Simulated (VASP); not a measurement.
# Rb2Cu (P6/mmm) in VASP: single point with PBE

Aim: the single point of Rb2Cu with PBE.

Program: VASP 6.6.1. These are calculated values, not measurements. Logs are shortened: lines on timing, memory, paths and dates and some standing lists are left out, and cuts for length are marked.

### 1 The cell of the first run

Symmetry: P6/mmm, No. 191, hexagonal system. The conventional cell has a = 6.227 Å, b = 6.227 Å, c = 4.057 Å, α = 90.00°, β = 90.00°, γ = 120.00°. Within 4.7 Å of Rb (site symmetry -6m2) lie 5 Rb at 3.60 to 4.06 Å and 6 Cu at 4.13 Å. Within 5.3 Å of Cu (site symmetry 6/mmm) lie 2 Cu at 4.06 Å and 12 Rb at 4.13 Å.

The cell was built from a structure type or drawn by symmetry, and may not be a known phase.

### 2 Single point, PBE

File INCAR:

```
SYSTEM = Rb2Cu
PREC = Accurate ; ENCUT = 520
EDIFF = 1E-6 ; ISMEAR = 0
SIGMA = 0.1 ; LREAL = .FALSE.
LASPH = .TRUE. ; NELM = 100
ALGO = Fast ; ISIF = 2
LWAVE = .FALSE. ; LCHARG = .FALSE.
GGA = PE ; NBANDS = 22
```

File KPOINTS:

```
regular mesh
0
G
  12 12 12
  0 0 0
```

File POSCAR:

```
Rb2Cu
1.0
    6.2271456905      0.0000000000      0.0000000000
   -3.1135728452      5.3928663610      0.0000000000
    0.0000000000      0.0000000000      4.0567454285
Rb Cu
2 1
Direct
    0.3333333333      0.6666666667      0.5000000000
    0.6666666667      0.3333333333      0.5000000000
    0.0000000000      0.0000000000      0.0000000000
```

Potentials or basis: VASP PAW PBE potentials, release 64 (Rb_sv, Cu).

Launch:

```bash
$ cat potpaw_PBE.64/Rb_sv/POTCAR potpaw_PBE.64/Cu/POTCAR > POTCAR
$ mpirun -np 1 vasp_std > vasp.out
```

OUTCAR:

```text
SYSTEM = Rb2Cu
   PREC = Accurate
   ENCUT = 520
   EDIFF = 1E-6
   ISMEAR = 0
   LREAL = .FALSE.
   LASPH = .TRUE.
   NELM = 100
   ISIF = 2
   GGA = PE

 ion  position               nearest neighbor table
   1  0.333  0.667  0.500-   2 3.60   2 3.60   2 3.60   3 4.13   3 4.13   3 4.13   3 4.13   3 4.13
                             3 4.13   2 5.42   2 5.42   2 5.42   2 5.42   2 5.42   2 5.42
   2  0.667  0.333  0.500-   1 3.60   1 3.60   1 3.60   3 4.13   3 4.13   3 4.13   3 4.13   3 4.13
                             3 4.13   1 5.42   1 5.42   1 5.42   1 5.42   1 5.42   1 5.42
   3  0.000  0.000  0.000-   1 4.13   2 4.13   1 4.13   2 4.13   1 4.13   1 4.13   2 4.13   2 4.13
                             2 4.13   2 4.13   1 4.13   1 4.13

  LATTYP: Found a hexagonal cell.
 ALAT       =     6.2271456905
 C/A-ratio  =     0.6514614609

  Lattice vectors:

 A1 = (   6.2271456905,   0.0000000000,   0.0000000000)
 A2 = (  -3.1135728452,   5.3928663610,   0.0000000000)
 A3 = (   0.0000000000,   0.0000000000,   4.0567454285)

Analysis of symmetry for initial positions (statically):
=====================================================================
 Subroutine PRICEL returns:
 Original cell was already a primitive cell.

 Routine SETGRP: Setting up the symmetry group for a
 hexagonal supercell.

 Subroutine GETGRP returns: Found 24 space group operations
 (whereof 24 operations were pure point group operations)
 out of a pool of 24 trial point group operations.

The static configuration has the point symmetry D_6h.

Analysis of symmetry for dynamics (positions and initial velocities):
=====================================================================
 Subroutine PRICEL returns:
 Original cell was already a primitive cell.

 Routine SETGRP: Setting up the symmetry group for a
 hexagonal supercell.

 Subroutine GETGRP returns: Found 24 space group operations
 (whereof 24 operations were pure point group operations)
 out of a pool of 24 trial point group operations.

The dynamic configuration has the point symmetry D_6h.

 Subroutine INISYM returns: Found 24 space group operations
 (whereof 24 operations are pure point group operations),
 and found     1 'primitive' translations

----------------------------------------------------------------------------------------

                                     Primitive cell

  volume of cell :     136.2343

  direct lattice vectors                    reciprocal lattice vectors
     6.227145691  0.000000000  0.000000000     0.160587218  0.092715073  0.000000000
    -3.113572845  5.392866361  0.000000000     0.000000000  0.185430147  0.000000000
     0.000000000  0.000000000  4.056745429     0.000000000  0.000000000  0.246503020

  length of vectors
     6.227145691  6.227145690  4.056745429     0.185430147  0.185430147  0.246503020

  position of ions in fractional coordinates (direct lattice)
     0.333333333  0.666666667  0.500000000
     0.666666667  0.333333333  0.500000000
     0.000000000  0.000000000  0.000000000

  ion indices of the primitive-cell ions
   primitive index   ion index
                 1           1
                 2           2
                 3           3

----------------------------------------------------------------------------------------

 KPOINTS: regular mesh

Automatic generation of k-mesh.
 Grid dimensions read from file:
 generate k-points for:   12   12   12

 Generating k-lattice:

  Cartesian coordinates                     Fractional coordinates (reciprocal lattice)
     0.013382268  0.007726256  0.000000000     0.083333333  0.000000000  0.000000000
     0.000000000  0.015452512  0.000000000     0.000000000  0.083333333  0.000000000
     0.000000000  0.000000000  0.020541918     0.000000000  0.000000000  0.083333333

  Length of vectors
     0.015452512  0.015452512  0.020541918

  Shift w.r.t. Gamma in fractional coordinates (k-lattice)
     0.000000000  0.000000000  0.000000000

 Subroutine IBZKPT returns following result:
 ===========================================

 Found    133 irreducible k-points:

 Following reciprocal coordinates:
            Coordinates               Weight
  0.000000  0.000000  0.000000      1.000000
  0.083333 -0.000000  0.000000      6.000000
  0.166667  0.000000  0.000000      6.000000
  0.250000  0.000000  0.000000      6.000000
  0.333333 -0.000000  0.000000      6.000000
  0.416667  0.000000  0.000000      6.000000
[... 16 lines left out ...]
  0.250000  0.000000  0.083333     12.000000
  0.333333 -0.000000  0.083333     12.000000
 [... further k-points ...]
   k-points           NKPTS =    133   k-points in BZ     NKDIM =    133   number of bands    NBANDS=     22
   number of dos      NEDOS =    301   number of ions     NIONS =      3
   total plane-waves  NPLWV =  69120
   dimension x,y,z NGX =    48 NGY =   48 NGZ =   30
   dimension x,y,z NGXF=    96 NGYF=   96 NGZF=   60
   ions per type =               2   1
   NGX,Y,Z   is equivalent  to a cutoff of  12.81, 12.81, 12.29 a.u.
   NGXF,Y,Z  is equivalent  to a cutoff of  25.63, 25.63, 24.59 a.u.
 SYSTEM =  Rb2Cu
   PREC   = accura    normal or accurate (medium, high low for compatibility)
   ISTART =      0    job   : 0-new  1-cont  2-samecut
   ICHARG =      2    charge: 1-file 2-atom 10-const
   ISPIN  =      1    spin polarized calculation?
   LNONCOLLINEAR =      F non collinear calculations
   LSORBIT =      F    spin-orbit coupling
   LASPH  =      T    aspherical Exc in radial PAW
   ENCUT  =  520.0 eV  38.22 Ry    6.18 a.u.  11.58 11.58  7.54*2*pi/ulx,y,z
   NELM   =    100;   NELMIN=  2; NELMDL= -5     # of ELM steps
   EDIFF  = 0.1E-05   stopping-criterion for ELM
   LREAL  =      F    real-space projection
   EDIFFG = 0.1E-04   stopping-criterion for IOM
   NSW    =      0    number of steps for IOM
   IBRION =     -1    ionic relax: 0-MD 1-quasi-New 2-CG
   NFREE  =      0    steps in history (QN), initial steepest desc. (CG)
   ISIF   =      2    stress and relaxation
   ISYM   =      2    0-nonsym 1-usesym 2-fastsym
   POTIM  = 0.5000    time-step for ionic-motion
   TEBEG  =    0.0;   TEEND  =   0.0 temperature during run
   PSTRESS=    0.0 pullay stress
   NELECT =      29.0000    total number of electrons
   NUPDOWN=      -1.0000    fix difference up-down
   EMIN   =  10.00;   EMAX   =-10.00  energy-range for DOS
   EFERMI =   0.00;   METHOD = LEGACY
   ISMEAR =     0;   SIGMA  =   0.10  broadening in eV -4-tet -1-fermi 0-gaus
   EFERMI_NEDOS =   21; number of points for ismear=-14 and -15
   IALGO  =     68    algorithm
   IMIX   =      4    mixing-type and parameters
     AMIX     =   0.40;   BMIX     =  1.00
     AMIX_MAG =   1.60;   BMIX_MAG =  1.00
  volume/ion in A,a.u.               =      45.41       306.45
  Fermi-wavevector in a.u.,A,eV,Ry     =   0.977489  1.847187 13.000167  0.955485
  Thomas-Fermi vector in A             =   2.108191
   LORBIT       =      0    0 simple, 1 ext, 2 COOP (PROOUT), +10 PAW based schemes
   GGA     = PE    functional components
   LHFCALC =     F    Hartree Fock is set to
   AEXX    =    0.0000 exact exchange contribution
   IVDW    =     0    specifies the selected vdW correction
   LEPSILON=     F    determine dielectric tensor
   LRPA    =     F    only Hartree local field effects (RPA)
 non-spin polarized calculation
 RMM-DIIS sequential band-by-band and
 Gauss-broadening in eV      SIGMA  =   0.10
  energy-cutoff  :      520.00
  volume of cell :      136.23
 maximum number of plane-waves:      3692
 NGX is ok and might be reduce to    48
   NGX = 23   NGY = 23   NGZ = 15

 number of electron      28.9999980 magnetization

 Free energy of the ion-electron system (eV)
  ---------------------------------------------------
  ext. energy  EPLUGINS =         0.00000000
  ---------------------------------------------------
  free energy    TOTEN  =        -4.06543437 eV

  energy without entropy =       -4.06078202  energy(sigma->0) =       -4.06310819

 E-fermi :   1.4316     XC(G=0):  -7.1455

 val. band max:        1.3783062663   @ k =   0.2500   0.0000   0.1667
 cond. band min:       1.4510702988   @ k =   0.2500   0.0000   0.5000
 fundamental gap:      0.0727640325
 Fermi energy:         1.4315623245

 k-point     1 :       0.0000    0.0000    0.0000
  band No.  band energies     occupation
      1     -27.7268      2.00000
      2     -27.5989      2.00000
      3     -12.0979      2.00000
      4     -12.0979      2.00000
      5     -11.6345      2.00000
      6     -11.5024      2.00000
[... 14 lines left out ...]
     21       4.7327      0.00000
     22       6.4294      0.00000

 k-point     2 :       0.0833   -0.0000    0.0000
  band No.  band energies     occupation
      1     -27.7249      2.00000
      2     -27.6009      2.00000
      3     -12.1023      2.00000
      4     -12.0913      2.00000
      5     -11.6322      2.00000
      6     -11.5103      2.00000
[... 14 lines left out ...]
     21       4.8569      0.00000
     22       6.4440      0.00000

 k-point     3 :       0.1667    0.0000    0.0000
  band No.  band energies     occupation
      1     -27.7193      2.00000
      2     -27.6066      2.00000
      3     -12.1138      2.00000
      4     -12.0723      2.00000
      5     -11.6254      2.00000
      6     -11.5327      2.00000
[... 14 lines left out ...]
     21       5.2084      0.00000
     22       6.3509      0.00000
[... 476 lines left out ...]
 k-point    23 :       0.2500    0.0000    0.0833
  band No.  band energies     occupation
      1     -27.7092      2.00000
      2     -27.6140      2.00000
      3     -12.1251      2.00000
      4     -12.0404      2.00000
      5     -11.6426      2.00000
      6     -11.5628      2.00000
[... 14 lines left out ...]
     21       5.5358      0.00000
     22       5.9520      0.00000

 k-point    24 :       0.3333   -0.0000    0.0833
  band No.  band energies     occupation
      1     -27.6986      2.00000
      2     -27.6248      2.00000
      3     -12.1392      2.00000
      4     -12.0080      2.00000
      5     -11.6300      2.00000
      6     -11.5987      2.00000
[... 14 lines left out ...]
     21       5.6819      0.00000
     22       6.1179      0.00000

 [... further k-points ...]

------------------------ aborting loop because EDIFF is reached ----------------------------------------

  FORCE on cell =-STRESS in cart. coord.  units (eV):
  Direction    XX          YY          ZZ          XY          YZ          ZX
  --------------------------------------------------------------------------------------
  -------------------------------------------------------------------------------------
  Total        0.0253378      0.0253378      0.0509561      0.0000000     -0.0000000      0.0000000
  in kB        0.2979839      0.2979839      0.5992673      0.0000000     -0.0000000      0.0000000
  external PRESSURE =       0.3984117 kB  Pullay stress =       0.0000000 kB

 VOLUME and BASIS-vectors are now :
 -----------------------------------------------------------------------------
  energy-cutoff  :      520.00
  volume of cell :      136.23
      direct lattice vectors                 reciprocal lattice vectors
     6.227145691  0.000000000  0.000000000     0.160587218  0.092715073  0.000000000
    -3.113572845  5.392866361  0.000000000     0.000000000  0.185430147  0.000000000
     0.000000000  0.000000000  4.056745429     0.000000000  0.000000000  0.246503020

 POSITION                                       TOTAL-FORCE (eV/Angst)
 -----------------------------------------------------------------------------------
     -0.00000      3.59524      2.02837         0.000000     -0.000000      0.000000
      3.11357      1.79762      2.02837        -0.000000      0.000000     -0.000000
      0.00000      0.00000      0.00000         0.000000      0.000000      0.000000
 -----------------------------------------------------------------------------------
    total drift:                               -0.000000      0.000000     -0.000000

  FREE ENERGIE OF THE ION-ELECTRON SYSTEM (eV)
  ---------------------------------------------------
  free  energy   TOTEN  =        -4.0654343696 eV

  energy  without entropy=       -4.0607820156  energy(sigma->0) =       -4.06310819
```

Wall time 3.9 min (1 thread of Intel Xeon 6975P-C (Granite Rapids), shared host); peak memory 0.51 GiB.

Results:

* Free energy: -4.0654 eV
* Pressure: 0.0 GPa
* Band gap on the k mesh: zero (an odd number of electrons rules out a gap without spin polarisation)
